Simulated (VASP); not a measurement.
# Hf2C (P6/mmm) in VASP: further runs

Hf2C is run at these levels: PBE; tasks: relaxation of cell and atoms, single point.

All numbers are computed with VASP 6.6.1; they aren't measurements. Logs are shortened: lines on timing, memory, paths and dates and some standing lists are left out, and cuts for length are marked.

## Step 1: The cell of the first run

It takes space group P6/mmm (No. 191, hexagonal). Conventional cell: a = 4.228 Å, b = 4.228 Å, c = 3.152 Å, α = 90.00°, β = 90.00°, γ = 120.00°. Hf (site symmetry -6m2) has 5 Hf at 2.44 to 3.15 Å and 6 C at 2.91 Å within 3.2 Å. Within 3.8 Å of C (site symmetry 6/mmm) lie 12 Hf at 2.91 Å and 2 C at 3.15 Å.

## Step 2: Relaxation of cell and atoms, PBE

File INCAR:

```
SYSTEM = Hf2C
PREC = Accurate
ENCUT = 600
EDIFF = 1E-7
ISMEAR = 0
SIGMA = 0.1
LREAL = .FALSE.
LASPH = .TRUE.
NELM = 60
ALGO = Normal
ISIF = 3
LWAVE = .FALSE.
LCHARG = .FALSE.
GGA = PE
IBRION = 2
NSW = 90
EDIFFG = -0.04
```

File KPOINTS:

```
regular mesh
0
G
  6 6 6
  0 0 0
```

File POSCAR:

```
Hf2C
1.0
    4.2282435300      0.0000000000      0.0000000000
   -2.1141217700      3.6617663100      0.0000000000
    0.0000000000      0.0000000000      3.1520395600
Hf C
2 1
Direct
    0.3333333300      0.6666666700      0.5000000000
    0.6666666700      0.3333333300      0.5000000000
    0.0000000000      0.0000000000      0.0000000000
```

Potentials or basis: VASP PAW PBE potentials, release 64 (Hf_pv, C).

The run is started by

```sh
cat potpaw_PBE.64/Hf_pv/POTCAR potpaw_PBE.64/C/POTCAR > POTCAR
mpirun -np 1 vasp_std > vasp.out
```

OUTCAR:

```text
SYSTEM = Hf2C
   PREC = Accurate
   ENCUT = 600
   EDIFF = 1E-7
   ISMEAR = 0
   LREAL = .FALSE.
   LASPH = .TRUE.
   NELM = 60
   ISIF = 3
   GGA = PE
   IBRION = 2
   NSW = 90
   EDIFFG = -0.04

 ion  position               nearest neighbor table
   1  0.333  0.667  0.500-   2 2.44   2 2.44   2 2.44   3 2.91   3 2.91   3 2.91   3 2.91   3 2.91
                             3 2.91
   2  0.667  0.333  0.500-   1 2.44   1 2.44   1 2.44   3 2.91   3 2.91   3 2.91   3 2.91   3 2.91
                             3 2.91
   3  0.000  0.000  0.000-   1 2.91   2 2.91   1 2.91   2 2.91   2 2.91   2 2.91   1 2.91   1 2.91
                             2 2.91   2 2.91   1 2.91   1 2.91

  LATTYP: Found a hexagonal cell.
 ALAT       =     4.2282435300
 C/A-ratio  =     0.7454725674

  Lattice vectors:

 A1 = (   4.2282435300,   0.0000000000,   0.0000000000)
 A2 = (  -2.1141217700,   3.6617663100,   0.0000000000)
 A3 = (   0.0000000000,   0.0000000000,   3.1520395600)

Analysis of symmetry for initial positions (statically):
=====================================================================
 Subroutine PRICEL returns:
 Original cell was already a primitive cell.

 Routine SETGRP: Setting up the symmetry group for a
 hexagonal supercell.

 Subroutine GETGRP returns: Found 24 space group operations
 (whereof 24 operations were pure point group operations)
 out of a pool of 24 trial point group operations.

The static configuration has the point symmetry D_6h.

Analysis of symmetry for dynamics (positions and initial velocities):
=====================================================================
 Subroutine PRICEL returns:
 Original cell was already a primitive cell.

 Routine SETGRP: Setting up the symmetry group for a
 hexagonal supercell.

 Subroutine GETGRP returns: Found 24 space group operations
 (whereof 24 operations were pure point group operations)
 out of a pool of 24 trial point group operations.

The dynamic configuration has the point symmetry D_6h.

 Subroutine INISYM returns: Found 24 space group operations
 (whereof 24 operations are pure point group operations),
 and found     1 'primitive' translations

----------------------------------------------------------------------------------------

                                     Primitive cell

  volume of cell :      48.8025

  direct lattice vectors                    reciprocal lattice vectors
     4.228243530  0.000000000  0.000000000     0.236504826  0.136546125  0.000000000
    -2.114121770  3.661766310  0.000000000     0.000000000  0.273092250  0.000000000
     0.000000000  0.000000000  3.152039560     0.000000000  0.000000000  0.317254901

  length of vectors
     4.228243530  4.228243532  3.152039560     0.273092250  0.273092250  0.317254901

  position of ions in fractional coordinates (direct lattice)
     0.333333330  0.666666670  0.500000000
     0.666666670  0.333333330  0.500000000
     0.000000000  0.000000000  0.000000000

  ion indices of the primitive-cell ions
   primitive index   ion index
                 1           1
                 2           2
                 3           3

----------------------------------------------------------------------------------------

 KPOINTS: regular mesh

Automatic generation of k-mesh.
 Grid dimensions read from file:
 generate k-points for:    6    6    6

 Generating k-lattice:

  Cartesian coordinates                     Fractional coordinates (reciprocal lattice)
     0.039417471  0.022757688  0.000000000     0.166666667 -0.000000000  0.000000000
     0.000000000  0.045515375  0.000000000     0.000000000  0.166666667  0.000000000
     0.000000000  0.000000000  0.052875817     0.000000000  0.000000000  0.166666667

  Length of vectors
     0.045515375  0.045515375  0.052875817

  Shift w.r.t. Gamma in fractional coordinates (k-lattice)
     0.000000000  0.000000000  0.000000000

 Subroutine IBZKPT returns following result:
 ===========================================

 Found     28 irreducible k-points:

 Following reciprocal coordinates:
            Coordinates               Weight
  0.000000  0.000000  0.000000      1.000000
  0.166667  0.000000  0.000000      6.000000
  0.333333  0.000000  0.000000      6.000000
  0.500000  0.000000  0.000000      3.000000
  0.166667  0.166667  0.000000      6.000000
  0.333333  0.166667  0.000000     12.000000
[... 16 lines left out ...]
  0.166667  0.000000  0.500000      6.000000
  0.333333  0.000000  0.500000      6.000000
 [... further k-points ...]
   k-points           NKPTS =     28   k-points in BZ     NKDIM =     28   number of bands    NBANDS=     16
   number of dos      NEDOS =    301   number of ions     NIONS =      3
   total plane-waves  NPLWV =  36288
   dimension x,y,z NGX =    36 NGY =   36 NGZ =   28
   dimension x,y,z NGXF=    72 NGYF=   72 NGZF=   56
   ions per type =               2   1
   NGX,Y,Z   is equivalent  to a cutoff of  14.15, 14.15, 14.77 a.u.
[... 54 lines left out ...]

 Free energy of the ion-electron system (eV)
  ---------------------------------------------------
  ext. energy  EPLUGINS =         0.00000000
  ---------------------------------------------------
  free energy    TOTEN  =       -21.86391891 eV

  energy without entropy =      -21.84914766  energy(sigma->0) =      -21.85653329

------------------------ aborting loop because EDIFF is reached ----------------------------------------

  FORCE on cell =-STRESS in cart. coord.  units (eV):
  Direction    XX          YY          ZZ          XY          YZ          ZX
  --------------------------------------------------------------------------------------
  -------------------------------------------------------------------------------------
  Total        5.7915028      5.7915028     -6.1756612     -0.0000000     -0.0000000      0.0000000
  in kB      190.1339099    190.1339099   -202.7457528     -0.0000003     -0.0000000      0.0000000
  external PRESSURE =      59.1740223 kB  Pullay stress =       0.0000000 kB

 VOLUME and BASIS-vectors are now :
 -----------------------------------------------------------------------------
  energy-cutoff  :      600.00
  volume of cell :       48.80
      direct lattice vectors                 reciprocal lattice vectors
     4.228243530  0.000000000  0.000000000     0.236504826  0.136546125  0.000000000
    -2.114121770  3.661766310  0.000000000     0.000000000  0.273092250  0.000000000
     0.000000000  0.000000000  3.152039560     0.000000000  0.000000000  0.317254901
[... 186 lines left out ...]
 POSITION                                       TOTAL-FORCE (eV/Angst)
 -----------------------------------------------------------------------------------
     -0.00000      2.69290      1.37332        -0.000000     -0.000000     -0.000000
      2.33212      1.34645      1.37332         0.000000      0.000000      0.000000
      0.00000     -0.00000      0.00000        -0.000000      0.000000     -0.000000
 -----------------------------------------------------------------------------------
    total drift:                                0.000000      0.000000      0.000000

  FREE ENERGIE OF THE ION-ELECTRON SYSTEM (eV)
  ---------------------------------------------------
  free  energy   TOTEN  =       -22.9394971052 eV

  energy  without entropy=      -22.9241039472  energy(sigma->0) =      -22.93180053

--------------------------------------- Ionic step        7  -------------------------------------------

 number of electron      23.9999999 magnetization

 Free energy of the ion-electron system (eV)
  ---------------------------------------------------
  ext. energy  EPLUGINS =         0.00000000
  ---------------------------------------------------
  free energy    TOTEN  =       -22.94213637 eV

  energy without entropy =      -22.92728385  energy(sigma->0) =      -22.93471011

 E-fermi :   4.9886     XC(G=0): -11.4839

 val. band max:        4.9873417959   @ k =   0.1667   0.0000   0.0000
 cond. band min:       5.0872132146   @ k =   0.3333   0.0000   0.5000
 fundamental gap:      0.0998714186
 Fermi energy:         4.9885975407

 k-point     1 :       0.0000    0.0000    0.0000
  band No.  band energies     occupation
      1     -26.1416      2.00000
      2     -26.1416      2.00000
      3     -24.9201      2.00000
      4     -24.9201      2.00000
      5     -24.7957      2.00000
      6     -24.5221      2.00000
[... 8 lines left out ...]
     15       7.3078      0.00000
     16       9.0091      0.00000
[... 419 lines left out ...]
 k-point    24 :       0.3333    0.0000    0.5000
  band No.  band energies     occupation
      1     -26.2093      2.00000
      2     -26.0155      2.00000
      3     -25.9714      2.00000
      4     -25.7550      2.00000
      5     -24.9706      2.00000
      6     -24.6796      2.00000
[... 8 lines left out ...]
     15       6.2792      0.00000
     16       6.7021      0.00000

 [... further k-points ...]

------------------------ aborting loop because EDIFF is reached ----------------------------------------

  FORCE on cell =-STRESS in cart. coord.  units (eV):
  Direction    XX          YY          ZZ          XY          YZ          ZX
  --------------------------------------------------------------------------------------
  -------------------------------------------------------------------------------------
  Total       -0.0172679     -0.0172679     -0.0176042      0.0000000     -0.0000000      0.0000000
  in kB       -0.5392086     -0.5392086     -0.5497087      0.0000000     -0.0000000      0.0000000
  external PRESSURE =      -0.5427086 kB  Pullay stress =       0.0000000 kB

 VOLUME and BASIS-vectors are now :
 -----------------------------------------------------------------------------
  energy-cutoff  :      600.00
  volume of cell :       51.31
      direct lattice vectors                 reciprocal lattice vectors
     4.637052038 -0.000000001  0.000000000     0.215654254  0.124508042  0.000000000
    -2.318526025  4.015804864 -0.000000000     0.000000000  0.249016084  0.000000000
    -0.000000000 -0.000000000  2.755367844    -0.000000000  0.000000000  0.362927949

 POSITION                                       TOTAL-FORCE (eV/Angst)
 -----------------------------------------------------------------------------------
     -0.00000      2.67720      1.37768        -0.000000      0.000000      0.000000
      2.31853      1.33860      1.37768         0.000000     -0.000000     -0.000000
      4.63705     -0.00000      2.75537         0.000000     -0.000000      0.000000
 -----------------------------------------------------------------------------------
    total drift:                                0.000000      0.000000      0.000000

  FREE ENERGIE OF THE ION-ELECTRON SYSTEM (eV)
  ---------------------------------------------------
  free  energy   TOTEN  =       -22.9421363651 eV

  energy  without entropy=      -22.9272838512  energy(sigma->0) =      -22.93471011

 reached required accuracy - stopping structural energy minimisation
```

It took 71 s on 1 thread of Intel Xeon 6975P-C (Granite Rapids), shared host; peak memory 0.2 GiB.

Results:

```yaml
Free_energy: -22.9421 eV
Relaxed_volume: 17.10 Å³/atom
Relaxed_cell: a = 4.637 Å, b = 4.637 Å, c = 2.755 Å, α = 90.00°, β = 90.00°, γ = 120.00°
Space_group_after_relaxing_to_0.05_Å: P6/mmm (No. 191)
Energy_gained_by_relaxing: 359.4 meV/atom
Ionic_steps: 7
Pressure_after_relaxing: -0.1 GPa
Band_gap_on_the_k_mesh: zero (band 12 reaches 5.24 eV, above the bottom of band 13 at 4.73 eV)
```

The path:
| step | energy change (eV) | largest force (eV/Å) | pressure (GPa) | volume (Å³) |
| --- | --- | --- | --- | --- |
| 1 | 0.0000 | 0.0000 | 5.92 | 48.80 |
| 2 | -1.0349 | 0.0000 | -2.69 | 52.52 |
| 3 | -1.0613 | 0.0000 | -2.88 | 52.97 |
| 4 | -1.0621 | 0.0000 | -2.86 | 53.04 |
| 5 | -1.0668 | 0.0000 | 1.61 | 50.75 |
| 6 | -1.0756 | 0.0000 | -0.48 | 51.75 |
| 7 | -1.0782 | 0.0000 | -0.05 | 51.31 |

Final structure:
```
CELL_PARAMETERS angstrom
4.63705 0.00000 0.00000
-2.31853 4.01580 0.00000
0.00000 0.00000 2.75537
ATOMIC_POSITIONS crystal
Hf 0.33333 0.66667 0.50000
Hf 0.66667 0.33333 0.50000
C 0.00000 0.00000 0.00000
```

Levels at points of the mesh, in eV from the Fermi level:
| k point | band 9 | band 10 | band 11 | band 12 | band 13 | band 14 | band 15 | band 16 |
| --- | --- | --- | --- | --- | --- | --- | --- | --- |
| (0.00, 0.00, 0.00) | -3.27 | -3.27 | -0.93 | -0.81 | 0.81 | 0.81 | 2.32 | 4.02 |
| (0.50, 0.00, 0.00) | -2.84 | -2.84 | -1.19 | -0.70 | -0.05 | 1.86 | 2.47 | 3.64 |
| (0.00, 0.00, 0.50) | -2.29 | -2.29 | -1.70 | -1.70 | 1.61 | 1.61 | 1.81 | 2.48 |
| (0.50, 0.00, 0.50) | -3.62 | -2.36 | -0.77 | -0.41 | 0.15 | 0.42 | 2.05 | 2.70 |

Caveat: spin-orbit coupling is left out, which moves the levels of the heavy elements.

## Step 3: Single point, PBE

This run uses another cell than the first one, of 17.32 Å³/atom, 1.065 times its volume.

File INCAR:

```
PREC     = Accurate       # precision mode
ENCUT    = 520            # plane-wave cutoff, eV
EDIFF    = 1E-6           # SCF threshold, eV
ISMEAR   = 0              # smearing method
SIGMA    = 0.1            # smearing width, eV
LREAL    = False          # projectors in reciprocal space
LASPH    = True           # aspherical terms in the spheres
NELM     = 80             # most SCF steps
ALGO     = Normal         # electronic algorithm
ISIF     = 2              # what is computed and relaxed
LWAVE    = False          # write WAVECAR
LCHARG   = False          # write CHGCAR
GGA      = PE             # functional
NBANDS   = 19             # bands
```

File KPOINTS:

```
Automatic mesh
0
Gamma
  12 12 16
```

File POSCAR:

```
Hf2C
1.0
    4.6680347533      0.0000000000      0.0000000000
   -2.3340173767      4.0426366821      0.0000000000
    0.0000000000      0.0000000000      2.7539637016
Hf C
2 1
Direct
    0.3333333333      0.6666666667      0.5000000000
    0.6666666667      0.3333333333      0.5000000000
    0.0000000000      0.0000000000      0.0000000000
```

Potentials or basis: VASP PAW PBE potentials, release 64 (Hf_pv, C).

The run is started by

```sh
cat potpaw_PBE.64/Hf_pv/POTCAR potpaw_PBE.64/C/POTCAR > POTCAR
mpirun -np 1 vasp_std > vasp.out
```

Run time: 58 s. Hardware: 1 thread of Intel Xeon 6975P-C (Granite Rapids), shared host; peak memory 0.28 GiB.

Results (log left out):

| Property | Result |
| --- | --- |
| Free energy | -22.9570 eV |
| Pressure | -0.7 GPa |
| Band gap on the k mesh | zero (band 12 reaches 5.20 eV, above the bottom of band 13 at 4.36 eV) |

Stress tensor (GPa, compression positive):
```
-0.69  0.00  0.00
 0.00 -0.69  0.00
 0.00  0.00 -0.59
```

Levels at points of the mesh, in eV from the Fermi level:
```tsv
k point	band 8	band 9	band 10	band 11	band 12	band 13	band 14	band 15	band 16	band 17
(0.00, 0.00, 0.00)	-3.44	-3.23	-3.23	-0.98	-0.84	0.73	0.73	2.41	4.06	4.06
(0.50, 0.00, 0.00)	-5.58	-2.86	-2.79	-1.20	-0.72	-0.09	1.96	2.41	3.69	3.90
(0.00, 0.00, 0.50)	-4.71	-2.27	-2.27	-1.64	-1.64	1.62	1.62	1.76	2.42	2.42
(0.50, 0.00, 0.50)	-3.82	-3.53	-2.30	-0.80	-0.43	0.14	0.43	2.04	2.64	2.77
```

Caveat: spin-orbit coupling is left out, which moves the levels of the heavy elements.

## Step 4: Relaxation of cell and atoms, PBE

This run uses another cell than the first one, of 17.18 Å³/atom, 1.056 times its volume.

File INCAR:

```
SYSTEM = Hf2C
ALGO = Normal ; EDIFF = 1E-6
EDIFFG = -0.01 ; ENCUT = 600
GGA = PE ; IBRION = 2
ISIF = 3 ; ISMEAR = 0
LASPH = .True. ; LCHARG = .False.
LREAL = .False. ; LWAVE = .False.
NELM = 60 ; NSW = 100
PREC = Accurate ; SIGMA = 0.1
```

File KPOINTS:

```
k-points
0
Gamma
  12 12 16
  0 0 0
```

File POSCAR:

```
Hf2C
1.0
    4.6446488095      0.0000000000      0.0000000000
   -2.3223244048      4.0223838607      0.0000000000
    0.0000000000      0.0000000000      2.7581036181
Hf C
2 1
Direct
    0.3333333333      0.6666666667      0.5000000000
    0.6666666667      0.3333333333      0.5000000000
    0.0000000000      0.0000000000      0.0000000000
```

The run is started by

```sh
cat potpaw_PBE.64/Hf_pv/POTCAR potpaw_PBE.64/C/POTCAR > POTCAR
mpirun -np 1 vasp_std > vasp.out
```

Run time: 5.5 min. Hardware: 1 thread of AMD EPYC 7R13 (Zen 3), shared host; peak memory 0.3 GiB.

The run converged. Its results:

```yaml
Free_energy: -22.9583 eV
Relaxed_volume: 17.19 Å³/atom
Relaxed_cell: a = 4.654 Å, b = 4.654 Å, c = 2.749 Å, α = 90.00°, β = 90.00°, γ = 120.00°
Space_group_after_relaxing_to_0.05_Å: P6/mmm (No. 191)
Energy_gained_by_relaxing: 0.2 meV/atom
Ionic_steps: 4
Pressure_after_relaxing: 0.0 GPa
Band_gap_on_the_k_mesh: zero (band 12 reaches 5.26 eV, above the bottom of band 13 at 4.43 eV)
```

The path:
```
step  energy change (eV)  largest force (eV/Å)  pressure (GPa)  volume (Å³)
   1              0.0000                0.0000           -0.06        51.53
   2             -0.0006                0.0000            0.15        51.48
   3             -0.0006                0.0000            0.10        51.49
   4             -0.0006                0.0000           -0.02        51.56
```

Final structure:
```
CELL_PARAMETERS angstrom
4.65359 0.00000 0.00000
-2.32679 4.03013 0.00000
0.00000 0.00000 2.74946
ATOMIC_POSITIONS crystal
Hf 0.33333 0.66667 0.50000
Hf 0.66667 0.33333 0.50000
C 0.00000 0.00000 0.00000
```

Levels at points of the mesh, in eV from the Fermi level:
```csv
k point,band 10,band 11,band 12,band 13,band 14,band 15
"(0.00, 0.00, 0.00)",-3.26,-0.98,-0.83,0.75,0.75,2.41
"(0.50, 0.00, 0.00)",-2.82,-1.21,-0.73,-0.08,1.95,2.43
"(0.00, 0.00, 0.50)",-2.30,-1.67,-1.67,1.61,1.61,1.79
"(0.50, 0.00, 0.50)",-2.33,-0.80,-0.42,0.14,0.42,2.05
```

Caveat: spin-orbit coupling is left out, which moves the levels of the heavy elements.

## Step 5: Summary

| task | cell | k mesh | cutoff (eV) | gap on the mesh (eV) | pressure (GPa) | relaxed volume (Å³/atom) |
| --- | --- | --- | --- | --- | --- | --- |
| relaxation of cell and atoms | relaxed from a = 4.228, b = 4.228, c = 3.152 Å, angles 90.0, 90.0, 120.0°, 3 atoms | 6 × 6 × 6 | 600 | none | -0.1 | 17.10 |
| single point | a = 4.668, b = 4.668, c = 2.754 Å, angles 90.0, 90.0, 120.0°, 3 atoms | 12 × 12 × 16 | 520 | none | -0.7 | - |
| relaxation of cell and atoms | relaxed from a = 4.645, b = 4.645, c = 2.758 Å, angles 90.0, 90.0, 120.0°, 3 atoms | 12 × 12 × 16 | 600 | none | 0.0 | 17.19 |

Alike in all rows: level PBE; potentials or basis VASP PAW PBE potentials, release 64 (Hf_pv, C); no spin polarisation; smearing gaussian 0.1 eV.

Caveats: spin-orbit coupling is left out, which moves the levels of the heavy elements.

Total energies depend on the potentials used, so only differences within one code and one set of settings carry meaning.
